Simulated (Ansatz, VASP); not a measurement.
# Li4Cl: VASP beside Ansatz

The input INCAR:

```
  PREC = Accurate
  ENCUT = 520
  EDIFF = 1E-7
  ISMEAR = 0
  SIGMA = 0.1
  LREAL = False
  LASPH = True
  NELM = 100
  ALGO = Normal
  ISIF = 2
  LWAVE = False
  LCHARG = True
  GGA = PE
  LELF = True
  LVHAR = True
  NBANDS = 18
```

KPOINTS

```
regular mesh
0
Gamma
  6 6 4
```

Contents of POSCAR:

```
Li4Cl
1.0
    4.2069964900      0.0000000000      0.0000000000
   -2.1034982400      3.6433658300      0.0000000000
    0.0000000000      0.0000000000      4.8114055400
Li Cl
4 1
Direct
    0.5636558800      0.0000000000      0.0000000000
    0.0000000000      0.5636558800      0.0000000000
    0.4363441200      0.4363441200      0.0000000000
    0.0000000000      0.0000000000      0.5000000000
    0.0000000000      0.0000000000      0.0000000000
```

Input for Ansatz:

```yaml
crystal:
  lattice:
    - [4.20699649, 0.0, 0.0]
    - [-2.10349824, 3.64336583, 0.0]
    - [0.0, 0.0, 4.81140554]
  atoms:
    - { symbol: Li, position: [0.56365588, 0.0, 0.0] }
    - { symbol: Li, position: [0.0, 0.56365588, 0.0] }
    - { symbol: Li, position: [0.43634412, 0.43634412, 0.0] }
    - { symbol: Li, position: [0.0, 0.0, 0.5] }
    - { symbol: Cl, position: [0.0, 0.0, 0.0] }
basis:
  ecutwfc: 420
kpoints:
  mp_grid: { grid: [6, 6, 4] }
hamiltonian:
  xc: pbe
scf:
  occupations: { method: gaussian, width: 0.1 }
  lower_state_search: "off"
output:
  forces: true
  stress: true
  eigenvalues: true
```

Alike in both runs: task single point; functional PBE; k mesh 6 × 6 × 4; occupations gaussian, width 0.1 eV; no spin polarisation.

```csv
,VASP,Ansatz
version,VASP 6.6.1,Ansatz 0.2.0
potentials or method,"VASP PAW PBE potentials, release 64 (Li_sv, Cl), cutoff 520 eV","scalar-relativistic, plane waves, PAW"
valence electrons in the cell,19,19
```

|  | VASP | Ansatz | Ansatz less VASP |
| --- | --- | --- | --- |
| gap on the k mesh at the Fermi level (eV) | none | none | - |
| rms of the force components (eV/Å) | 1.347 | 1.298 | -0.0497 |

Atom by atom the forces differ by 0.050 eV/Å (rms over components). A gap of «none» marks a metal or a gap that the smearing closes.

Noted on VASP's run: the cutoff is short for stress, so the pressure is rough.
